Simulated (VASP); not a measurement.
# Ge (P1) in VASP: single point with PBEsol

Aim: the single point of Ge with PBEsol.

Program: VASP 6.6.1. These are calculated values, not measurements. Logs are shortened: lines on timing, memory, paths and dates and some standing lists are left out, and cuts for length are marked.

## 1. The cell of the first run

The typed cell holds 4 atoms: a = 4.013 Å, b = 4.013 Å, c = 5.676 Å, α = 90.00°, β = 90.00°, γ = 90.00°.

## 2. Single point, PBEsol (atoms displaced along several vibrational modes)

Contents of INCAR:

```
PREC = Accurate
ENCUT = 520
EDIFF = 1E-6
ISMEAR = 0
SIGMA = 0.15
LREAL = False
LASPH = True
NELM = 80
ALGO = Fast
ISIF = 2
LWAVE = False
LCHARG = True
GGA = PS
LELF = True
LVHAR = True
NBANDS = 36
```

Contents of KPOINTS:

```
regular mesh
0
Gamma
  12 12 8
```

Contents of POSCAR:

```
Ge
1.0
    0.0000000000     -2.8378616867     -2.8378616867
    0.0000000000      2.8378616867     -2.8378616867
    5.6757233734      0.0000000000      0.0000000000
Ge
4
Direct
    0.5688415031      0.5048060078      0.0000000000
   -0.0476988236      0.0163366717      0.5000000000
    0.0476988236      0.4951939922      0.2500000000
    0.4311584969     -0.0163366717      0.7500000000
```

Potentials or basis: VASP PAW PBE potentials, release 64 (Ge_d).

The run is started by

```bash
> cat potpaw_PBE.64/Ge_d/POTCAR > POTCAR
> mpirun -np 1 vasp_std > vasp.out
```

OUTCAR:

```text
PREC = Accurate
   ENCUT = 520
   EDIFF = 1E-6
   ISMEAR = 0
   LREAL = False
   LASPH = True
   NELM = 80
   ISIF = 2
   GGA = PS

 ion  position               nearest neighbor table
   1  0.569  0.505  0.000-   3 2.39   4 2.45   3 2.53   4 2.59
   2  0.952  0.016  0.500-   4 2.39   3 2.42   4 2.53   3 2.56
   3  0.048  0.495  0.250-   1 2.39   2 2.42   1 2.53   2 2.56
   4  0.431  0.984  0.750-   2 2.39   1 2.45   2 2.53   1 2.59

  LATTYP: Found a simple tetragonal cell.
 ALAT       =     4.0133424855
 C/A-ratio  =     1.4142135624

  Lattice vectors:

 A1 = (   0.0000000000,  -2.8378616867,  -2.8378616867)
 A2 = (   0.0000000000,   2.8378616867,  -2.8378616867)
 A3 = (   5.6757233734,   0.0000000000,   0.0000000000)

Analysis of symmetry for initial positions (statically):
=====================================================================
 Subroutine PRICEL returns:
 Original cell was already a primitive cell.

 Routine SETGRP: Setting up the symmetry group for a
 simple tetragonal supercell.

 Subroutine GETGRP returns: Found  1 space group operations
 (whereof  1 operations were pure point group operations)
 out of a pool of 16 trial point group operations.

The static configuration has the point symmetry C_1 .

Analysis of symmetry for dynamics (positions and initial velocities):
=====================================================================
 Subroutine PRICEL returns:
 Original cell was already a primitive cell.

 Routine SETGRP: Setting up the symmetry group for a
 simple tetragonal supercell.

 Subroutine GETGRP returns: Found  1 space group operations
 (whereof  1 operations were pure point group operations)
 out of a pool of 16 trial point group operations.

The dynamic configuration has the point symmetry C_1 .

 Subroutine INISYM returns: Found  1 space group operations
 (whereof  1 operations are pure point group operations),
 and found     1 'primitive' translations

----------------------------------------------------------------------------------------

                                     Primitive cell

  volume of cell :      91.4184

  direct lattice vectors                    reciprocal lattice vectors
     0.000000000 -2.837861687 -2.837861687     0.000000000 -0.176188996 -0.176188996
     0.000000000  2.837861687 -2.837861687     0.000000000  0.176188996 -0.176188996
[... 89 lines left out ...]
   EDIFF  = 0.1E-05   stopping-criterion for ELM
   LREAL  =      F    real-space projection
   EDIFFG = 0.1E-04   stopping-criterion for IOM
   NSW    =      0    number of steps for IOM
   IBRION =     -1    ionic relax: 0-MD 1-quasi-New 2-CG
   NFREE  =      0    steps in history (QN), initial steepest desc. (CG)
   ISIF   =      2    stress and relaxation
   ISYM   =      2    0-nonsym 1-usesym 2-fastsym
   POTIM  = 0.5000    time-step for ionic-motion
   TEBEG  =    0.0;   TEEND  =   0.0 temperature during run
   PSTRESS=    0.0 pullay stress
   NELECT =      56.0000    total number of electrons
   NUPDOWN=      -1.0000    fix difference up-down
   EMIN   =  10.00;   EMAX   =-10.00  energy-range for DOS
   EFERMI =   0.00;   METHOD = LEGACY
   ISMEAR =     0;   SIGMA  =   0.15  broadening in eV -4-tet -1-fermi 0-gaus
   EFERMI_NEDOS =   21; number of points for ismear=-14 and -15
   IALGO  =     68    algorithm
   IMIX   =      4    mixing-type and parameters
     AMIX     =   0.40;   BMIX     =  1.00
     AMIX_MAG =   1.60;   BMIX_MAG =  1.00
  volume/ion in A,a.u.               =      22.85       154.23
  Fermi-wavevector in a.u.,A,eV,Ry     =   1.390357  2.627393 26.301316  1.933092
  Thomas-Fermi vector in A             =   2.514300
   LORBIT       =      0    0 simple, 1 ext, 2 COOP (PROOUT), +10 PAW based schemes
   GGA     = PS    functional components
   LHFCALC =     F    Hartree Fock is set to
   AEXX    =    0.0000 exact exchange contribution
   IVDW    =     0    specifies the selected vdW correction
   LEPSILON=     F    determine dielectric tensor
   LRPA    =     F    only Hartree local field effects (RPA)
 non-spin polarized calculation
 RMM-DIIS sequential band-by-band and
 Gauss-broadening in eV      SIGMA  =   0.15
  energy-cutoff  :      520.00
  volume of cell :       91.42
 maximum number of plane-waves:      2488
 NGX is ok and might be reduce to    30
   NGX = 15   NGY = 15   NGZ = 21

 number of electron      55.9999918 magnetization

 Free energy of the ion-electron system (eV)
  ---------------------------------------------------
  ext. energy  EPLUGINS =         0.00000000
  ---------------------------------------------------
  free energy    TOTEN  =       -19.43468678 eV

  energy without entropy =      -19.43185809  energy(sigma->0) =      -19.43327243

 E-fermi :   4.8770     XC(G=0): -10.1230

 val. band max:        4.8628443669   @ k =   0.0000   0.3333   0.3750
 cond. band min:       4.8870895865   @ k =   0.4167   0.0000   0.5000
 fundamental gap:      0.0242452196
 Fermi energy:         4.8770319772

 k-point     1 :       0.0000    0.0000    0.0000
  band No.  band energies     occupation
      1     -20.0519      2.00000
      2     -20.0457      2.00000
      3     -20.0102      2.00000
      4     -19.9970      2.00000
      5     -19.9688      2.00000
      6     -19.9621      2.00000
[... 925 lines left out ...]
     35      10.4819      0.00000
     36      11.1878      0.00000

 [... further k-points ...]

------------------------ aborting loop because EDIFF is reached ----------------------------------------

  FORCE on cell =-STRESS in cart. coord.  units (eV):
  Direction    XX          YY          ZZ          XY          YZ          ZX
  --------------------------------------------------------------------------------------
  -------------------------------------------------------------------------------------
  Total       -0.1180107     -0.1892663     -0.4326060     -1.7942311      0.3433250     -0.1933583
  in kB       -2.0682279     -3.3170361     -7.5817497    -31.4452669      6.0170326     -3.3887508
  external PRESSURE =      -4.3223379 kB  Pullay stress =       0.0000000 kB

 VOLUME and BASIS-vectors are now :
 -----------------------------------------------------------------------------
  energy-cutoff  :      520.00
  volume of cell :       91.42
      direct lattice vectors                 reciprocal lattice vectors
     0.000000000 -2.837861687 -2.837861687     0.000000000 -0.176188996 -0.176188996
     0.000000000  2.837861687 -2.837861687     0.000000000  0.176188996 -0.176188996
     5.675723373  0.000000000  0.000000000     0.176188996  0.000000000  0.000000000

 POSITION                                       TOTAL-FORCE (eV/Angst)
 -----------------------------------------------------------------------------------
      0.00000     -0.18172     -3.04686        -0.514519      0.468047      1.404918
      2.83786     -2.65614     -2.74886        -0.237008     -0.157974      0.964872
      1.41893      1.26993     -1.54065         0.269202      0.118083     -0.939425
      4.25679      1.56793     -4.01507         0.482325     -0.428155     -1.430365
 -----------------------------------------------------------------------------------
    total drift:                               -0.000002     -0.000027      0.000009

  FREE ENERGIE OF THE ION-ELECTRON SYSTEM (eV)
  ---------------------------------------------------
  free  energy   TOTEN  =       -19.4346867765 eV

  energy  without entropy=      -19.4318580884  energy(sigma->0) =      -19.43327243
```

OSZICAR:

```text
N       E                     dE             d eps       ncg     rms          rms(c)
DAV:   1     0.497002765249E+03    0.49700E+03   -0.28085E+04 48212   0.428E+03
DAV:   2     0.671082348352E+02   -0.42989E+03   -0.41879E+03 41768   0.814E+02
DAV:   3    -0.149554212969E+02   -0.82064E+02   -0.80982E+02 45016   0.207E+02
DAV:   4    -0.196154762858E+02   -0.46601E+01   -0.46396E+01 49456   0.575E+01
DAV:   5    -0.197106167511E+02   -0.95140E-01   -0.95104E-01 46784   0.924E+00    0.440E+00
RMM:   6    -0.195208254766E+02    0.18979E+00   -0.82003E-02 51087   0.271E+00    0.255E+00
RMM:   7    -0.194315775698E+02    0.89248E-01   -0.13631E-01 52033   0.297E+00    0.197E-01
RMM:   8    -0.194338752155E+02   -0.22976E-02   -0.20758E-02 53831   0.119E+00    0.136E-01
RMM:   9    -0.194345671365E+02   -0.69192E-03   -0.54327E-03 64703   0.498E-01    0.131E-01
RMM:  10    -0.194347525258E+02   -0.18539E-03   -0.50497E-04 52550   0.185E-01    0.675E-02
RMM:  11    -0.194346807435E+02    0.71782E-04   -0.24336E-04 54394   0.152E-01    0.765E-03
RMM:  12    -0.194346862696E+02   -0.55261E-05   -0.59648E-05 57230   0.521E-02    0.587E-03
RMM:  13    -0.194346867851E+02   -0.51551E-06   -0.12346E-05 47751   0.267E-02    0.788E-03
RMM:  14    -0.194346867765E+02    0.86256E-08   -0.22228E-06 33411   0.996E-03
   1 F= -.19434687E+02 E0= -.19433272E+02  d E =-.282869E-02
```

stdout:

```text
POSCAR found type information on POSCAR Ge
 POSCAR found :  1 types and       4 ions
 scaLAPACK will be used
 -----------------------------------------------------------------------------
|                                                                             |
|                                                                             |
|     You enforced a specific xc type in the INCAR file but a different       |
[... 25 lines left out ...]
WARNING in EDDRMM: call to ZHEGV failed, returncode =   6  3     29
WARNING in EDDRMM: call to ZHEGV failed, returncode =   6  3     28
WARNING in EDDRMM: call to ZHEGV failed, returncode =   6  3     28
WARNING in EDDRMM: call to ZHEGV failed, returncode =   6  3     28
WARNING in EDDRMM: call to ZHEGV failed, returncode =   6  3     31
WARNING in EDDRMM: call to ZHEGV failed, returncode =   6  3     32
WARNING in EDDRMM: call to ZHEGV failed, returncode =   6  3     29
```

Wall time 26 min (1 thread of Oxide Virtual Turin-like, shared host); peak memory 1.2 GiB.

Results:

- Free energy: -19.4347 eV
- Pressure: -0.4 GPa
- Largest force: 1.569 eV/Å
- Band gap on the k mesh: zero (bands 28 and 29 overlap by 0.59 eV)

Forces in eV/Å, atoms in the order of the input:
```
Ge  -0.515  0.468  1.405
Ge  -0.237 -0.158  0.965
Ge   0.269  0.118 -0.939
Ge   0.482 -0.428 -1.430
```

Stress tensor (GPa, compression positive):
```
-0.21 -3.14 -0.34
-3.14 -0.33  0.60
-0.34  0.60 -0.76
```

Caveat: the cell differs from its parent crystal (atoms displaced along several vibrational modes); semilocal functionals underestimate gaps, and a narrow one can read as zero; the PAW data sets were made with another functional, which shifts forces and pressure a little.

The gap in the log of VASP goes by the Fermi energy; the results here count the filled bands.